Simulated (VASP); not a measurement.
# KI (Pm-3m) in VASP: settings compared

Aim: see how the results for KI move with the level of theory and the settings. Levels: PBE-based screened hybrid, HSE06, PBE. Tasks: single point.

Program: VASP 6.6.1. These are calculated values, not measurements. Logs are shortened: lines on timing, memory, paths and dates and some standing lists are left out, and cuts for length are marked.

### 1 The cell of the first run

It takes space group Pm-3m (No. 221, cubic). Conventional cell: a = 4.291 Å, b = 4.291 Å, c = 4.291 Å, α = 90.00°, β = 90.00°, γ = 90.00°. K (site symmetry m-3m) has 8 I at 3.72 Å and 6 K at 4.29 Å within 4.9 Å. I (site symmetry m-3m) has 8 K at 3.72 Å and 6 I at 4.29 Å within 4.9 Å.

### 2 Single point, PBE-based screened hybrid

POSCAR reads:

```
KI
1.0
    4.2909401140      0.0000000000      0.0000000000
    0.0000000000      4.2909401140      0.0000000000
    0.0000000000      0.0000000000      4.2909401140
K I
1 1
Direct
    0.0000000000      0.0000000000      0.0000000000
    0.5000000000      0.5000000000      0.5000000000
```

INCAR.step1 reads:

```
ALGO     = Normal         # electronic algorithm
EDIFF    = 1E-5           # SCF threshold, eV
ENCUT    = 520            # plane-wave cutoff, eV
GGA      = PE             # functional
ISIF     = 2              # what is computed and relaxed
ISMEAR   = 0              # smearing method
LASPH    = T              # aspherical terms in the spheres
LREAL    = F              # projectors in reciprocal space
LWAVE    = T              # write WAVECAR
NBANDS   = 15             # bands
NELM     = 80             # most SCF steps
PREC     = Accurate       # precision mode
SIGMA    = 0.01           # smearing width, eV
```

INCAR.step2 reads:

```
AEXX     = 0.5            # exact-exchange fraction
ALGO     = Normal         # electronic algorithm
EDIFF    = 1E-7           # SCF threshold, eV
ENCUT    = 520            # plane-wave cutoff, eV
GGA      = PE             # functional
HFSCREEN = 0.5            # screening, 1/A
ISIF     = 2              # what is computed and relaxed
ISMEAR   = 0              # smearing method
ISTART   = 1            
LASPH    = T              # aspherical terms in the spheres
LCHARG   = T              # write CHGCAR
LELF     = T              # ELF
LHFCALC  = T              # exact exchange
LREAL    = F              # projectors in reciprocal space
LVHAR    = T            
LWAVE    = F              # write WAVECAR
NBANDS   = 15             # bands
NELM     = 80             # most SCF steps
PREC     = Accurate       # precision mode
PRECFOCK = Normal       
SIGMA    = 0.01           # smearing width, eV
```

KPOINTS reads:

```
k-points
0
Gamma
  4 4 4
```

Potentials or basis: VASP PAW PBE potentials, release 64 (K_sv, I).

Launch:

```sh
$ cat potpaw_PBE.64/K_sv/POTCAR potpaw_PBE.64/I/POTCAR > POTCAR
$ cp INCAR.step1 INCAR
$ mpirun -np 1 vasp_std > vasp.out
$ cp INCAR.step2 INCAR
$ mpirun -np 1 vasp_std > vasp.out
```

OUTCAR:

```text
AEXX = 0.5
   EDIFF = 1E-7
   ENCUT = 520
   GGA = PE
   HFSCREEN = 0.5
   ISIF = 2
   ISMEAR = 0
   ISTART = 1
   LASPH = T
   LHFCALC = T
   LREAL = F
   NELM = 80
   PREC = Accurate
   PRECFOCK = Normal

 ion  position               nearest neighbor table
   1  0.000  0.000  0.000-
   2  0.500  0.500  0.500-

  LATTYP: Found a simple cubic cell.
 ALAT       =     4.2909401140

  Lattice vectors:

 A1 = (   4.2909401140,   0.0000000000,   0.0000000000)
 A2 = (   0.0000000000,   4.2909401140,   0.0000000000)
 A3 = (   0.0000000000,   0.0000000000,   4.2909401140)

Analysis of symmetry for initial positions (statically):
=====================================================================
 Subroutine PRICEL returns:
 Original cell was already a primitive cell.

 Routine SETGRP: Setting up the symmetry group for a
 simple cubic supercell.

 Subroutine GETGRP returns: Found 48 space group operations
 (whereof 48 operations were pure point group operations)
 out of a pool of 48 trial point group operations.

The static configuration has the point symmetry O_h .

Analysis of symmetry for dynamics (positions and initial velocities):
=====================================================================
 Subroutine PRICEL returns:
 Original cell was already a primitive cell.

 Routine SETGRP: Setting up the symmetry group for a
 simple cubic supercell.

 Subroutine GETGRP returns: Found 48 space group operations
 (whereof 48 operations were pure point group operations)
 out of a pool of 48 trial point group operations.

The dynamic configuration has the point symmetry O_h .

 Subroutine INISYM returns: Found 48 space group operations
 (whereof 48 operations are pure point group operations),
 and found     1 'primitive' translations

----------------------------------------------------------------------------------------

                                     Primitive cell

  volume of cell :      79.0055

  direct lattice vectors                    reciprocal lattice vectors
     4.290940114  0.000000000  0.000000000     0.233049163  0.000000000  0.000000000
     0.000000000  4.290940114  0.000000000     0.000000000  0.233049163  0.000000000
     0.000000000  0.000000000  4.290940114     0.000000000  0.000000000  0.233049163

  length of vectors
     4.290940114  4.290940114  4.290940114     0.233049163  0.233049163  0.233049163

  position of ions in fractional coordinates (direct lattice)
     0.000000000  0.000000000  0.000000000
     0.500000000  0.500000000  0.500000000

  ion indices of the primitive-cell ions
   primitive index   ion index
                 1           1
                 2           2

----------------------------------------------------------------------------------------

 KPOINTS: k-points

Automatic generation of k-mesh.
 Grid dimensions read from file:
 generate k-points for:    4    4    4

 Generating k-lattice:

  Cartesian coordinates                     Fractional coordinates (reciprocal lattice)
     0.058262291  0.000000000  0.000000000     0.250000000  0.000000000  0.000000000
     0.000000000  0.058262291  0.000000000     0.000000000  0.250000000  0.000000000
     0.000000000  0.000000000  0.058262291     0.000000000  0.000000000  0.250000000

  Length of vectors
     0.058262291  0.058262291  0.058262291

  Shift w.r.t. Gamma in fractional coordinates (k-lattice)
     0.000000000  0.000000000  0.000000000

 Subroutine IBZKPT returns following result:
 ===========================================

 Found     10 irreducible k-points:

 Following reciprocal coordinates:
            Coordinates               Weight
  0.000000  0.000000  0.000000      1.000000
  0.250000  0.000000  0.000000      6.000000
  0.500000  0.000000  0.000000      3.000000
  0.250000  0.250000  0.000000     12.000000
  0.500000  0.250000  0.000000     12.000000
  0.500000  0.500000  0.000000      3.000000
  0.250000  0.250000  0.250000      8.000000
  0.500000  0.250000  0.250000     12.000000
  0.500000  0.500000  0.250000      6.000000
  0.500000  0.500000  0.500000      1.000000
   k-points           NKPTS =     10   k-points in BZ     NKDIM =     64   number of bands    NBANDS=     15
   number of dos      NEDOS =    301   number of ions     NIONS =      2
   total plane-waves  NPLWV =  32768
   dimension x,y,z NGX =    32 NGY =   32 NGZ =   32
   dimension x,y,z NGXF=    64 NGYF=   64 NGZF=   64
   ions per type =               1   1
   NGX,Y,Z   is equivalent  to a cutoff of  12.40, 12.40, 12.40 a.u.
   NGXF,Y,Z  is equivalent  to a cutoff of  24.80, 24.80, 24.80 a.u.
 SYSTEM =  unknown system
   PREC   = accura    normal or accurate (medium, high low for compatibility)
   ISTART =      1    job   : 0-new  1-cont  2-samecut
   ICHARG =      0    charge: 1-file 2-atom 10-const
   ISPIN  =      1    spin polarized calculation?
   LNONCOLLINEAR =      F non collinear calculations
   LSORBIT =      F    spin-orbit coupling
   LASPH  =      T    aspherical Exc in radial PAW
   ENCUT  =  520.0 eV  38.22 Ry    6.18 a.u.   7.98  7.98  7.98*2*pi/ulx,y,z
   NELM   =     80;   NELMIN=  2; NELMDL=  0     # of ELM steps
   EDIFF  = 0.1E-06   stopping-criterion for ELM
   LREAL  =      F    real-space projection
   EDIFFG = 0.1E-05   stopping-criterion for IOM
   NSW    =      0    number of steps for IOM
   IBRION =     -1    ionic relax: 0-MD 1-quasi-New 2-CG
   NFREE  =      0    steps in history (QN), initial steepest desc. (CG)
   ISIF   =      2    stress and relaxation
   ISYM   =      3    0-nonsym 1-usesym 2-fastsym
   POTIM  = 0.5000    time-step for ionic-motion
   TEBEG  =    0.0;   TEEND  =   0.0 temperature during run
   PSTRESS=    0.0 pullay stress
   NELECT =      16.0000    total number of electrons
   NUPDOWN=      -1.0000    fix difference up-down
   EMIN   =  10.00;   EMAX   =-10.00  energy-range for DOS
   EFERMI =   0.00;   METHOD = LEGACY
   ISMEAR =     0;   SIGMA  =   0.01  broadening in eV -4-tet -1-fermi 0-gaus
   EFERMI_NEDOS =   21; number of points for ismear=-14 and -15
   IALGO  =     38    algorithm
   IMIX   =      1    mixing-type and parameters
     AMIX     =   0.40;   BMIX     =  1.00
     AMIX_MAG =   1.60;   BMIX_MAG =  1.00
  volume/ion in A,a.u.               =      39.50       266.58
  Fermi-wavevector in a.u.,A,eV,Ry     =   0.961381  1.816747 12.575241  0.924254
  Thomas-Fermi vector in A             =   2.090748
   LORBIT       =      0    0 simple, 1 ext, 2 COOP (PROOUT), +10 PAW based schemes
   GGA     = PE    functional components
   LHFCALC =     T    Hartree Fock is set to
   PRECFOCK=normal    Normal, Fast or Accurate (Low or Medium for compatibility)
   ENCUT4O =  -1.0   cutoff for four orbital integrals eV
   NKREDX  =     1    reduce k-point grid by
   NKREDY  =     1    reduce k-point grid by
   NKREDZ  =     1    reduce k-point grid by
   AEXX    =    0.5000 exact exchange contribution
   HFSCREEN=    0.5000 screening length (either q_TF or 0.3 A-1)
   HFSCREENC=   0.5000 screening length for correlation (either q_TF or 0.3 A-1)
   ENCUTFOCK=  -1.0 apply spherical cutoff to Coloumb kernel
   IVDW    =     0    specifies the selected vdW correction
   LEPSILON=     F    determine dielectric tensor
   LRPA    =     F    only Hartree local field effects (RPA)
 non-spin polarized calculation
 Gauss-broadening in eV      SIGMA  =   0.01
  energy-cutoff  :      520.00
  volume of cell :       79.01
 maximum number of plane-waves:      2176
 NGX is ok and might be reduce to    32
  NGX = 24; NGY = 24; NGZ = 24

 number of electron      16.0000003 magnetization

 Free energy of the ion-electron system (eV)
  ---------------------------------------------------
  ext. energy  EPLUGINS =         0.00000000
  ---------------------------------------------------
  free energy    TOTEN  =        -6.32481855 eV

  energy without entropy =       -6.32481855  energy(sigma->0) =       -6.32481855

 E-fermi :   0.3254     XC(G=0):  -5.9739

 val. band max:        0.1642657111   @ k =   0.5000   0.5000   0.0000
 cond. band min:       4.4341448606   @ k =   0.0000   0.0000   0.0000
 fundamental gap:      4.2698791495
 Fermi energy:         0.3254269804

 k-point     1 :       0.0000    0.0000    0.0000
  band No.  band energies     occupation
      1     -33.3613      2.00000
      2     -14.3032      2.00000
      3     -14.3032      2.00000
      4     -14.3032      2.00000
      5     -12.3411      2.00000
      6      -0.2175      2.00000
      7      -0.2175      2.00000
      8      -0.2175      2.00000
      9       4.4341      0.00000
     10       5.9065      0.00000
     11       5.9065      0.00000
     12      10.0498      0.00000
     13      10.0498      0.00000
     14      10.0498      0.00000
     15      12.1415      0.00000

 k-point     2 :       0.2500    0.0000    0.0000
  band No.  band energies     occupation
      1     -33.3590      2.00000
      2     -14.3863      2.00000
      3     -14.2976      2.00000
      4     -14.2976      2.00000
      5     -12.1774      2.00000
      6      -1.3796      2.00000
      7      -0.1724      2.00000
      8      -0.1724      2.00000
      9       5.4817      0.00000
     10       6.3881      0.00000
     11       7.3429      0.00000
     12       9.8013      0.00000
     13       9.8013      0.00000
     14      10.1509      0.00000
     15      10.3504      0.00000
[... 113 lines left out ...]
      3     -14.3709      2.00000
      4     -14.3230      2.00000
      5     -11.8526      2.00000
      6      -1.6214      2.00000
      7      -1.6214      2.00000
      8      -0.8260      2.00000
      9       5.6739      0.00000
     10       7.2764      0.00000
     11       7.2764      0.00000
     12       8.8298      0.00000
     13      10.6526      0.00000
     14      10.6526      0.00000
     15      11.3134      0.00000

 k-point    10 :       0.5000    0.5000    0.5000
  band No.  band energies     occupation
      1     -33.3485      2.00000
      2     -14.3618      2.00000
      3     -14.3618      2.00000
      4     -14.3618      2.00000
      5     -11.7521      2.00000
      6      -1.5862      2.00000
      7      -1.5862      2.00000
      8      -1.5862      2.00000
      9       6.6915      0.00000
     10       6.6915      0.00000
     11       6.6915      0.00000
     12      10.5483      0.00000
     13      10.5890      0.00000
     14      10.5890      0.00000
     15      10.5890      0.00000

------------------------ aborting loop because EDIFF is reached ----------------------------------------

  FORCE on cell =-STRESS in cart. coord.  units (eV):
  Direction    XX          YY          ZZ          XY          YZ          ZX
  --------------------------------------------------------------------------------------
  -------------------------------------------------------------------------------------
  Total        0.0775519      0.0775519      0.0775519      0.0000000      0.0000000      0.0000000
  in kB        1.5726984      1.5726984      1.5726984      0.0000000      0.0000000      0.0000000
  external PRESSURE =       1.5726984 kB  Pullay stress =       0.0000000 kB

 VOLUME and BASIS-vectors are now :
 -----------------------------------------------------------------------------
  energy-cutoff  :      520.00
  volume of cell :       79.01
      direct lattice vectors                 reciprocal lattice vectors
     4.290940114  0.000000000  0.000000000     0.233049163  0.000000000  0.000000000
     0.000000000  4.290940114  0.000000000     0.000000000  0.233049163  0.000000000
     0.000000000  0.000000000  4.290940114     0.000000000  0.000000000  0.233049163

 POSITION                                       TOTAL-FORCE (eV/Angst)
 -----------------------------------------------------------------------------------
      0.00000      0.00000      0.00000         0.000000      0.000000      0.000000
      2.14547      2.14547      2.14547         0.000000      0.000000      0.000000
 -----------------------------------------------------------------------------------
    total drift:                                0.000014      0.000014      0.000015

  FREE ENERGIE OF THE ION-ELECTRON SYSTEM (eV)
  ---------------------------------------------------
  free  energy   TOTEN  =        -6.3248185510 eV

  energy  without entropy=       -6.3248185510  energy(sigma->0) =       -6.32481855
```

It took 11 min on 1 thread of AMD EPYC 7R13 (Zen 3), shared host; peak memory 0.26 GiB.

What came out:

```yaml
Free_energy: -6.3248 eV
Pressure: 0.2 GPa
Band_gap_on_the_k_mesh: 4.27 eV, indirect (least direct gap 4.65 eV)
```

Caveat: the PAW data sets were made with another functional, which shifts forces and pressure a little; spin-orbit coupling is left out, which moves the levels of the heavy elements.

### 3 Single point, HSE06

POSCAR is that of step 2.

INCAR.step1 reads:

```
PREC = Accurate
ENCUT = 520
EDIFF = 1E-5
ISMEAR = 1
SIGMA = 0.05
LREAL = F
LASPH = T
NELM = 60
ALGO = Normal
ISIF = 2
LWAVE = T
LCHARG = F
NBANDS = 15
GGA = PE
```

INCAR.step2 reads:

```
PREC = Accurate
ENCUT = 520
EDIFF = 1E-6
ISMEAR = 1
SIGMA = 0.05
LREAL = F
LASPH = T
NELM = 60
ALGO = Normal
ISIF = 2
LWAVE = F
LCHARG = F
GGA = PE
LHFCALC = T
HFSCREEN = 0.2079
PRECFOCK = Normal
NBANDS = 15
ISTART = 1
```

KPOINTS reads:

```
regular mesh
0
Gamma
  4 4 4
```

Potentials or basis: VASP PAW PBE potentials, release 64 (K_sv, I).

Launch:

```sh
$ cat potpaw_PBE.64/K_sv/POTCAR potpaw_PBE.64/I/POTCAR > POTCAR
$ cp INCAR.step1 INCAR
$ mpirun -np 1 vasp_std > vasp.out
$ cp INCAR.step2 INCAR
$ mpirun -np 1 vasp_std > vasp.out
```

Wall time 8.3 min (1 thread of AMD EPYC 7R13 (Zen 3), shared host); peak memory 0.27 GiB.

It converged, with:

```yaml
Free_energy: -6.2559 eV
Pressure: 0.3 GPa
Band_gap_on_the_k_mesh: 4.30 eV, indirect (least direct gap 4.69 eV)
```

Levels at points of the mesh, in eV from the valence-band top:
```tsv
k point	band 5	band 6	band 7	band 8	band 9	band 10	band 11	band 12
(0.00, 0.00, 0.00)	-12.11	-0.39	-0.39	-0.39	4.30	5.79	5.79	9.81
(0.50, 0.00, 0.00)	-11.77	-2.44	-0.30	-0.30	6.48	7.39	8.06	8.22
(0.50, 0.50, 0.00)	-11.72	-1.85	-1.85	0.00	4.88	6.80	8.02	8.02
(0.50, 0.50, 0.50)	-11.52	-1.78	-1.78	-1.78	6.60	6.60	6.60	10.33
```

Caveat: the PAW data sets were made with another functional, which shifts forces and pressure a little; spin-orbit coupling is left out, which moves the levels of the heavy elements.

### 4 Single point, PBE

INCAR reads:

```
SYSTEM = KI
  PREC = Accurate
  ENCUT = 500
  EDIFF = 1E-6
  ISMEAR = 0
  SIGMA = 0.01
  LREAL = .False.
  LASPH = .True.
  NELM = 120
  ALGO = Normal
  ISIF = 2
  LWAVE = .False.
  LCHARG = .False.
  GGA = PE
  NBANDS = 15
  GGA_COMPAT = .False.
```

KPOINTS reads:

```
regular mesh
0
Gamma
  2 2 2
  0 0 0
```

POSCAR is that of step 3.

Launch:

```sh
$ cat potpaw_PBE.64/K_sv/POTCAR potpaw_PBE.64/I/POTCAR > POTCAR
$ mpirun -np 1 vasp_std > vasp.out
```

Wall time 9.2 s (1 thread of Intel Xeon Platinum 8488C (Sapphire Rapids), shared host); peak memory 0.16 GiB.

The run converged. Its results:

```yaml
Free_energy: -5.0065 eV
Pressure: 2.4 GPa
Band_gap_on_the_k_mesh: 3.23 eV, indirect (least direct gap 3.60 eV)
```

Levels at points of the mesh, in eV from the valence-band top:
| k point | band 6 | band 7 | band 8 | band 9 | band 10 | band 11 |
| --- | --- | --- | --- | --- | --- | --- |
| (0.00, 0.00, 0.00) | -0.37 | -0.37 | -0.37 | 3.23 | 4.64 | 4.64 |
| (0.50, 0.00, 0.00) | -2.33 | -0.30 | -0.30 | 5.40 | 6.01 | 6.95 |
| (0.50, 0.50, 0.00) | -1.74 | -1.74 | 0.00 | 3.78 | 5.58 | 6.62 |
| (0.50, 0.50, 0.50) | -1.68 | -1.68 | -1.68 | 5.52 | 5.52 | 5.52 |

Caveat: the k points lie up to 0.73 Å⁻¹ apart; spin-orbit coupling is left out, which moves the levels of the heavy elements. A k mesh can miss the band edges.

[end of part 1 of 2]
